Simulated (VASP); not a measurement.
# ZnS (Cm) in VASP: a series of runs

The runs below take ZnS through single point, with r2SCAN.

All numbers are computed with VASP 6.6.1; they aren't measurements. Logs are shortened: lines on timing, memory, paths and dates and some standing lists are left out, and cuts for length are marked.

### Step 1. The cell of the first run

Symmetry: Cm, No. 8, monoclinic system. Conventional cell: a = 6.625 Å, b = 3.825 Å, c = 3.825 Å, α = 90.00°, β = 125.26°, γ = 90.00°. Zn (site symmetry m) has 4 S at 2.03 to 2.49 Å within 2.7 Å. S (site symmetry m) has 4 Zn at 2.03 to 2.49 Å within 2.7 Å.

### Step 2. Single point, r2SCAN (atom 1 (Zn) moved by (-0.225, -0.225) A along [1 1 0] and z)

POSCAR reads:

```
ZnS
1.0
    0.0000000000      2.7046500000      2.7046500000
    2.7046500000      0.0000000000      2.7046500000
    2.7046500000      2.7046500000      0.0000000000
Zn S
1 1
Direct
   -0.0415950308     -0.0415950308     -0.0172292259
    0.7500000000      0.7500000000      0.7500000000
```

INCAR.step1 reads:

```
  ALGO = Normal
  EDIFF = 1E-4
  ENCUT = 520
  GGA = PE
  ISMEAR = 0
  LASPH = T
  LCHARG = F
  LREAL = F
  LWAVE = T
  NBANDS = 16
  NELM = 60
  PREC = Accurate
  SIGMA = 0.05
```

INCAR.step2 reads:

```
  ALGO = Normal
  EDIFF = 1E-7
  ENCUT = 520
  ISIF = 2
  ISMEAR = 0
  ISTART = 1
  LASPH = T
  LCHARG = F
  LMIXTAU = T
  LREAL = F
  LWAVE = F
  METAGGA = R2SCAN
  NBANDS = 16
  NELM = 60
  PREC = Accurate
  SIGMA = 0.05
```

KPOINTS reads:

```
k-points
0
Gamma
  8 8 8
```

Potentials or basis: VASP PAW PBE potentials, release 64 (Zn, S).

Run with:

```sh
cat potpaw_PBE.64/Zn/POTCAR potpaw_PBE.64/S/POTCAR > POTCAR
cp INCAR.step1 INCAR
mpirun -np 1 vasp_std > vasp.out
cp INCAR.step2 INCAR
mpirun -np 1 vasp_std > vasp.out
```

OUTCAR:

```text
EDIFF = 1E-7
   ENCUT = 520
   ISIF = 2
   ISMEAR = 0
   ISTART = 1
   LASPH = T
   LREAL = F
   METAGGA = R2SCAN
   NELM = 60
   PREC = Accurate

 ion  position               nearest neighbor table
   1  0.958  0.958  0.983-   2 2.03   2 2.42   2 2.49   2 2.49
   2  0.750  0.750  0.750-   1 2.03   1 2.42   1 2.49   1 2.49

  LATTYP: Found a face centered cubic cell.
 ALAT       =     5.4093000000

  Lattice vectors:

 A1 = (   0.0000000000,   2.7046500000,   2.7046500000)
 A2 = (   2.7046500000,   0.0000000000,   2.7046500000)
 A3 = (   2.7046500000,   2.7046500000,   0.0000000000)

Analysis of symmetry for initial positions (statically):
=====================================================================
 Subroutine PRICEL returns:
 Original cell was already a primitive cell.

 Routine SETGRP: Setting up the symmetry group for a
 face centered cubic supercell.

 Subroutine GETGRP returns: Found  2 space group operations
 (whereof  2 operations were pure point group operations)
 out of a pool of 48 trial point group operations.

The static configuration has the point symmetry C_1h.

Analysis of symmetry for dynamics (positions and initial velocities):
=====================================================================
 Subroutine PRICEL returns:
 Original cell was already a primitive cell.

 Routine SETGRP: Setting up the symmetry group for a
 face centered cubic supercell.

 Subroutine GETGRP returns: Found  2 space group operations
 (whereof  2 operations were pure point group operations)
 out of a pool of 48 trial point group operations.

The dynamic configuration has the point symmetry C_1h.

 Subroutine INISYM returns: Found  2 space group operations
 (whereof  2 operations are pure point group operations),
 and found     1 'primitive' translations

----------------------------------------------------------------------------------------

                                     Primitive cell

  volume of cell :      39.5697

  direct lattice vectors                    reciprocal lattice vectors
     0.000000000  2.704650000  2.704650000    -0.184866803  0.184866803  0.184866803
     2.704650000  0.000000000  2.704650000     0.184866803 -0.184866803  0.184866803
     2.704650000  2.704650000  0.000000000     0.184866803  0.184866803 -0.184866803

  length of vectors
     3.824952711  3.824952711  3.824952711     0.320198696  0.320198696  0.320198696

  position of ions in fractional coordinates (direct lattice)
     0.958404969  0.958404969  0.982770774
     0.750000000  0.750000000  0.750000000

  ion indices of the primitive-cell ions
   primitive index   ion index
                 1           1
                 2           2

----------------------------------------------------------------------------------------

 KPOINTS: k-points

Automatic generation of k-mesh.
 Grid dimensions read from file:
 generate k-points for:    8    8    8

 Generating k-lattice:

  Cartesian coordinates                     Fractional coordinates (reciprocal lattice)
    -0.023108350  0.023108350  0.023108350     0.125000000  0.000000000  0.000000000
     0.023108350 -0.023108350  0.023108350     0.000000000  0.125000000  0.000000000
     0.023108350  0.023108350 -0.023108350     0.000000000  0.000000000  0.125000000

  Length of vectors
     0.040024837  0.040024837  0.040024837

  Shift w.r.t. Gamma in fractional coordinates (k-lattice)
     0.000000000  0.000000000  0.000000000

 Subroutine IBZKPT returns following result:
 ===========================================

 Found    150 irreducible k-points:

 Following reciprocal coordinates:
            Coordinates               Weight
  0.000000  0.000000  0.000000      1.000000
  0.125000  0.000000  0.000000      4.000000
  0.000000  0.000000  0.125000      2.000000
  0.125000  0.125000  0.125000      2.000000
  0.250000  0.000000  0.000000      4.000000
  0.000000  0.000000  0.250000      2.000000
[... 16 lines left out ...]
  0.375000  0.125000  0.000000      4.000000
  0.000000  0.375000  0.125000      4.000000
 [... further k-points ...]
   k-points           NKPTS =    150   k-points in BZ     NKDIM =    150   number of bands    NBANDS=     16
   number of dos      NEDOS =    301   number of ions     NIONS =      2
   total plane-waves  NPLWV =  21952
   dimension x,y,z NGX =    28 NGY =   28 NGZ =   28
   dimension x,y,z NGXF=    56 NGYF=   56 NGZF=   56
   ions per type =               1   1
   NGX,Y,Z   is equivalent  to a cutoff of  12.17, 12.17, 12.17 a.u.
   NGXF,Y,Z  is equivalent  to a cutoff of  24.34, 24.34, 24.34 a.u.
 SYSTEM =  unknown system
   PREC   = accura    normal or accurate (medium, high low for compatibility)
   ISTART =      1    job   : 0-new  1-cont  2-samecut
   ICHARG =      0    charge: 1-file 2-atom 10-const
   ISPIN  =      1    spin polarized calculation?
   LNONCOLLINEAR =      F non collinear calculations
   LSORBIT =      F    spin-orbit coupling
   LASPH  =      T    aspherical Exc in radial PAW
   ENCUT  =  520.0 eV  38.22 Ry    6.18 a.u.   7.11  7.11  7.11*2*pi/ulx,y,z
   NELM   =     60;   NELMIN=  2; NELMDL=  0     # of ELM steps
   EDIFF  = 0.1E-06   stopping-criterion for ELM
   LREAL  =      F    real-space projection
   EDIFFG = 0.1E-05   stopping-criterion for IOM
   NSW    =      0    number of steps for IOM
   IBRION =     -1    ionic relax: 0-MD 1-quasi-New 2-CG
   NFREE  =      0    steps in history (QN), initial steepest desc. (CG)
   ISIF   =      2    stress and relaxation
   ISYM   =      2    0-nonsym 1-usesym 2-fastsym
   POTIM  = 0.5000    time-step for ionic-motion
   TEBEG  =    0.0;   TEEND  =   0.0 temperature during run
   PSTRESS=    0.0 pullay stress
   NELECT =      18.0000    total number of electrons
   NUPDOWN=      -1.0000    fix difference up-down
   EMIN   =  10.00;   EMAX   =-10.00  energy-range for DOS
   EFERMI =   0.00;   METHOD = LEGACY
   ISMEAR =     0;   SIGMA  =   0.05  broadening in eV -4-tet -1-fermi 0-gaus
   EFERMI_NEDOS =   21; number of points for ismear=-14 and -15
   IALGO  =     38    algorithm
   IMIX   =      4    mixing-type and parameters
     AMIX     =   0.40;   BMIX     =  1.00
     AMIX_MAG =   1.60;   BMIX_MAG =  1.00
  volume/ion in A,a.u.               =      19.78       133.51
  Fermi-wavevector in a.u.,A,eV,Ry     =   1.259055  2.379268 21.568210  1.585219
  Thomas-Fermi vector in A             =   2.392634
   LORBIT       =      0    0 simple, 1 ext, 2 COOP (PROOUT), +10 PAW based schemes
   METAGGA = R2SCAN    functional components
   LHFCALC =     F    Hartree Fock is set to
   AEXX    =    0.0000 exact exchange contribution
   IVDW    =     0    specifies the selected vdW correction
   LEPSILON=     F    determine dielectric tensor
   LRPA    =     F    only Hartree local field effects (RPA)
 non-spin polarized calculation
 Gauss-broadening in eV      SIGMA  =   0.05
  energy-cutoff  :      520.00
  volume of cell :       39.57
 maximum number of plane-waves:      1090
   NGX = 15   NGY = 15   NGZ = 15

 number of electron      17.9999999 magnetization

 Free energy of the ion-electron system (eV)
  ---------------------------------------------------
  ext. energy  EPLUGINS =         0.00000000
  ---------------------------------------------------
  free energy    TOTEN  =       -18.39734889 eV

  energy without entropy =      -18.39734889  energy(sigma->0) =      -18.39734889

 E-fermi :   2.1953     XC(G=0): -10.2537

 val. band max:        1.9581999465   @ k =   0.0000   0.0000   0.0000
 cond. band min:       4.5043855058   @ k =   0.0000   0.0000   0.0000
 fundamental gap:      2.5461855593
 Fermi energy:         2.1952781247

 k-point     1 :       0.0000    0.0000    0.0000
  band No.  band energies     occupation
      1     -11.9912      2.00000
      2      -5.1844      2.00000
      3      -4.8553      2.00000
      4      -4.7927      2.00000
      5      -4.3764      2.00000
      6      -4.3687      2.00000
[... 8 lines left out ...]
     15      14.0552      0.00000
     16      14.1198      0.00000

 k-point     2 :       0.1250    0.0000    0.0000
  band No.  band energies     occupation
      1     -11.8802      2.00000
      2      -5.1638      2.00000
      3      -4.8518      2.00000
      4      -4.7824      2.00000
      5      -4.3770      2.00000
      6      -4.3639      2.00000
[... 8 lines left out ...]
     15      13.5594      0.00000
     16      15.0252      0.00000

 k-point     3 :       0.0000    0.0000    0.1250
  band No.  band energies     occupation
      1     -11.8767      2.00000
      2      -5.1665      2.00000
      3      -4.8372      2.00000
      4      -4.7925      2.00000
      5      -4.3711      2.00000
      6      -4.3708      2.00000
[... 8 lines left out ...]
     15      13.5173      0.00000
     16      14.9919      0.00000

 k-point     4 :       0.1250    0.1250    0.1250
  band No.  band energies     occupation
      1     -11.8631      2.00000
      2      -5.1881      2.00000
      3      -4.8098      2.00000
      4      -4.7538      2.00000
      5      -4.3873      2.00000
      6      -4.3786      2.00000
[... 8 lines left out ...]
     15      13.2978      0.00000
     16      14.9269      0.00000

 k-point     5 :       0.2500    0.0000    0.0000
  band No.  band energies     occupation
      1     -11.5930      2.00000
      2      -5.1126      2.00000
      3      -4.8482      2.00000
      4      -4.7182      2.00000
      5      -4.3745      2.00000
      6      -4.3448      2.00000
[... 8 lines left out ...]
     15      13.6500      0.00000
     16      14.4372      0.00000

 k-point     6 :       0.0000    0.0000    0.2500
  band No.  band energies     occupation
      1     -11.5792      2.00000
      2      -5.1212      2.00000
      3      -4.7985      2.00000
      4      -4.7543      2.00000
      5      -4.3718      2.00000
      6      -4.3502      2.00000
[... 8 lines left out ...]
     15      13.5924      0.00000
     16      14.4745      0.00000

 k-point     7 :       0.2500    0.2500    0.2500
  band No.  band energies     occupation
      1     -11.5263      2.00000
      2      -5.1562      2.00000
      3      -4.6955      2.00000
      4      -4.6590      2.00000
      5      -4.4103      2.00000
      6      -4.4010      2.00000
[... 8 lines left out ...]
     15      12.9663      0.00000
     16      14.6787      0.00000

 k-point     8 :       0.3750    0.0000    0.0000
  band No.  band energies     occupation
      1     -11.2720      2.00000
      2      -5.0563      2.00000
      3      -4.8554      2.00000
      4      -4.5292      2.00000
      5      -4.3438      2.00000
      6      -4.3168      2.00000
[... 8 lines left out ...]
     15      14.5570      0.00000
     16      14.9402      0.00000

 k-point     9 :       0.0000    0.0000    0.3750
  band No.  band energies     occupation
      1     -11.2448      2.00000
      2      -5.0600      2.00000
      3      -4.8122      2.00000
      4      -4.5538      2.00000
      5      -4.3488      2.00000
      6      -4.3206      2.00000
[... 8 lines left out ...]
     15      14.5234      0.00000
     16      14.9043      0.00000
[... 172 lines left out ...]
 k-point    19 :       0.1250    0.1250   -0.1250
  band No.  band energies     occupation
      1     -11.6102      2.00000
      2      -5.1176      2.00000
      3      -4.8435      2.00000
      4      -4.7475      2.00000
      5      -4.3774      2.00000
      6      -4.3393      2.00000
[... 8 lines left out ...]
     15      14.5572      0.00000
     16      16.1097      0.00000

 k-point    20 :       0.2500    0.1250    0.2500
  band No.  band energies     occupation
      1     -11.5672      2.00000
      2      -5.1559      2.00000
      3      -4.7527      2.00000
      4      -4.6746      2.00000
      5      -4.4094      2.00000
      6      -4.3755      2.00000
[... 8 lines left out ...]
     15      13.9490      0.00000
     16      16.1573      0.00000

 k-point    21 :       0.1250   -0.1250   -0.1250
  band No.  band energies     occupation
      1     -11.6133      2.00000
      2      -5.1229      2.00000
      3      -4.8182      2.00000
      4      -4.7760      2.00000
      5      -4.3774      2.00000
      6      -4.3349      2.00000
[... 8 lines left out ...]
     15      14.6052      0.00000
     16      16.0426      0.00000

 k-point    22 :       0.2500    0.2500    0.1250
  band No.  band energies     occupation
      1     -11.5738      2.00000
      2      -5.1474      2.00000
      3      -4.7876      2.00000
      4      -4.6462      2.00000
      5      -4.4037      2.00000
      6      -4.3821      2.00000
[... 8 lines left out ...]
     15      13.9991      0.00000
     16      16.2309      0.00000

 k-point    23 :       0.3750    0.1250    0.0000
  band No.  band energies     occupation
      1     -11.2886      2.00000
      2      -5.0576      2.00000
      3      -4.8482      2.00000
      4      -4.5545      2.00000
      5      -4.3704      2.00000
      6      -4.3233      2.00000
[... 8 lines left out ...]
     15      15.0742      0.00000
     16      15.3797      0.00000

 k-point    24 :       0.0000    0.3750    0.1250
  band No.  band energies     occupation
      1     -11.2874      2.00000
      2      -5.0682      2.00000
      3      -4.8358      2.00000
      4      -4.5732      2.00000
      5      -4.3753      2.00000
      6      -4.3094      2.00000
[... 8 lines left out ...]
     15      15.1890      0.00000
     16      15.3991      0.00000

 [... further k-points ...]

------------------------ aborting loop because EDIFF is reached ----------------------------------------

  FORCE on cell =-STRESS in cart. coord.  units (eV):
  Direction    XX          YY          ZZ          XY          YZ          ZX
  --------------------------------------------------------------------------------------
  -------------------------------------------------------------------------------------
  Total        1.1862444      1.1862444      0.9163784      2.1460447      1.9565711      1.9565299
  in kB       48.0309893     48.0309893     37.1041274     86.8932688     79.2214902     79.2198215
  external PRESSURE =      44.3887020 kB  Pullay stress =       0.0000000 kB

 VOLUME and BASIS-vectors are now :
 -----------------------------------------------------------------------------
  energy-cutoff  :      520.00
  volume of cell :       39.57
      direct lattice vectors                 reciprocal lattice vectors
     0.000000000  2.704650000  2.704650000    -0.184866803  0.184866803  0.184866803
     2.704650000  0.000000000  2.704650000     0.184866803 -0.184866803  0.184866803
     2.704650000  2.704650000  0.000000000     0.184866803  0.184866803 -0.184866803

 POSITION                                       TOTAL-FORCE (eV/Angst)
 -----------------------------------------------------------------------------------
      5.25020      5.25020      5.18430         2.123553      2.123553      2.200777
      4.05697      4.05697      4.05697        -2.123553     -2.123553     -2.200777
 -----------------------------------------------------------------------------------
    total drift:                                0.002627      0.002627      0.003799

  FREE ENERGIE OF THE ION-ELECTRON SYSTEM (eV)
  ---------------------------------------------------
  free  energy   TOTEN  =       -18.3973488888 eV

  energy  without entropy=      -18.3973488888  energy(sigma->0) =      -18.39734889
```

Run time: 2.4 min. Hardware: 1 thread of Intel Xeon 6975P-C (Granite Rapids), shared host; peak memory 0.23 GiB.

Results:

```
Free energy            : -18.3973 eV
Pressure               : 4.4 GPa
Largest force          : 3.723 eV/Å
Band gap on the k mesh : 2.55 eV, direct
```

Forces in eV/Å, atoms in the order of the input:
```
Zn   2.124  2.124  2.201
S   -2.124 -2.124 -2.201
```

Stress tensor (GPa, compression positive):
```
4.80 8.69 7.92
8.69 4.80 7.92
7.92 7.92 3.71
```

Caveat: the cell differs from its parent crystal (atom 1 (Zn) moved by (-0.225, -0.225) A along [1 1 0] and z); the PAW data sets were made with another functional, which shifts forces and pressure a little.

### Step 3. Single point, r2SCAN (atom 1 (Zn) moved by (-0.225, +0.225) A along [1 1 0] and z)

Changes to POSCAR since step 2:

```diff
@@ -8,3 +8,3 @@
 Direct
-   -0.0415950308     -0.0415950308     -0.0172292259
+    0.0415950308      0.0415950308     -0.1004192874
     0.7500000000      0.7500000000      0.7500000000
```

INCAR.step1 reads:

```
SYSTEM = ZnS
  ALGO = Normal
  EDIFF = 1E-4
  ENCUT = 520
  GGA = PE
  ISMEAR = 0
  LASPH = .True.
  LCHARG = .False.
  LREAL = .False.
  LWAVE = .True.
  NBANDS = 16
  NELM = 100
  PREC = Accurate
  SIGMA = 0.05
```

INCAR.step2 reads:

```
SYSTEM = ZnS
  ALGO = Normal
  EDIFF = 1E-7
  ENCUT = 520
  ISIF = 2
  ISMEAR = 0
  ISTART = 1
  LASPH = .True.
  LCHARG = .False.
  LMIXTAU = .True.
  LREAL = .False.
  LWAVE = .False.
  METAGGA = R2SCAN
  NBANDS = 16
  NELM = 100
  PREC = Accurate
  SIGMA = 0.05
```

KPOINTS reads:

```
k-points
0
Gamma
  8 8 8
  0 0 0
```

Potentials or basis: VASP PAW PBE potentials, release 64 (Zn, S).

Run with:

```sh
cat potpaw_PBE.64/Zn/POTCAR potpaw_PBE.64/S/POTCAR > POTCAR
cp INCAR.step1 INCAR
mpirun -np 1 vasp_std > vasp.out
cp INCAR.step2 INCAR
mpirun -np 1 vasp_std > vasp.out
```

Run time: 2.2 min. Hardware: 1 thread of Intel Xeon 6975P-C (Granite Rapids), shared host; peak memory 0.23 GiB.

The run converged. Its results:

```yaml
Free_energy: -18.6807 eV
Pressure: 1.4 GPa
Largest_force: 0.955 eV/Å
Band_gap_on_the_k_mesh: 2.63 eV, direct
```

Forces in eV/Å, atoms in the order of the input:
```
Zn   0.281  0.281 -0.868
S   -0.281 -0.281  0.868
```

Stress tensor (GPa, compression positive):
```
 1.68 -3.43  1.23
-3.43  1.68  1.23
 1.23  1.23  0.74
```

Levels at points of the mesh, in eV from the valence-band top:
```csv
k point,band 6,band 7,band 8,band 9,band 10,band 11,band 12,band 13
"(0.00, 0.00, 0.00)",-6.14,-0.32,-0.15,0.00,2.63,6.84,7.01,7.20
"(0.50, 0.00, 0.00)",-5.97,-5.55,-1.48,-0.54,3.96,6.76,8.34,9.38
"(0.00, 0.00, 0.50)",-5.90,-4.72,-0.93,-0.72,3.34,6.76,7.08,8.99
"(0.50, 0.50, 0.50)",-5.97,-5.40,-1.49,-0.48,3.85,6.65,8.32,9.31
"(0.50, 0.50, 0.00)",-5.95,-4.64,-2.47,-2.08,3.41,4.52,11.55,12.71
"(0.00, 0.50, 0.50)",-5.95,-4.70,-2.45,-2.03,3.47,4.40,11.58,12.88
```

Caveat: the cell differs from its parent crystal (atom 1 (Zn) moved by (-0.225, +0.225) A along [1 1 0] and z); the PAW data sets were made with another functional, which shifts forces and pressure a little.
